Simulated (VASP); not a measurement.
The system is C.

```xyz
2
Lattice="0.0000 1.8011 1.8276 1.6687 0.0000 1.8276 1.6687 1.8011 0.0000" Properties=species:S:1:pos:R:3 pbc="T T T"
C     1.6687    1.8011    1.8276
C     2.5030    2.7016    2.7414
```

This cell differs from its parent crystal: strain +e along x and -e along y -0.0375, strain +e along z and -e/2 along x and y +0.0350.

Base run:

- Program: VASP 6.6.1
- Functional: LDA
- Potentials or basis: VASP PAW LDA potentials, release 64 (C)
- Cutoff: 520 eV
- k mesh: 12 × 12 × 12
- Occupations: gaussian, width 0.05 eV
- Spin: no spin polarisation

Its results: band gap on the k mesh 2.11 eV, indirect (least direct gap 4.23 eV); pressure 2.9 GPa.

Question: The run is repeated on the same cell with these changes: potentials or basis from VASP PAW LDA potentials, release 64 (C) to VASP PAW LDA potentials, release 64 (C_h); cutoff from 520 eV to 910 eV. What comes out?

Answer: Band gap on the k mesh 2.12 eV, indirect (least direct gap 4.23 eV); pressure 1.9 GPa.

Caveats: the cutoff is under 1.25 times the usual one of these potentials, so pressure, stress and relaxed cells hold a basis-set (Pulay) error (some runs).

A k mesh can miss the band edges.
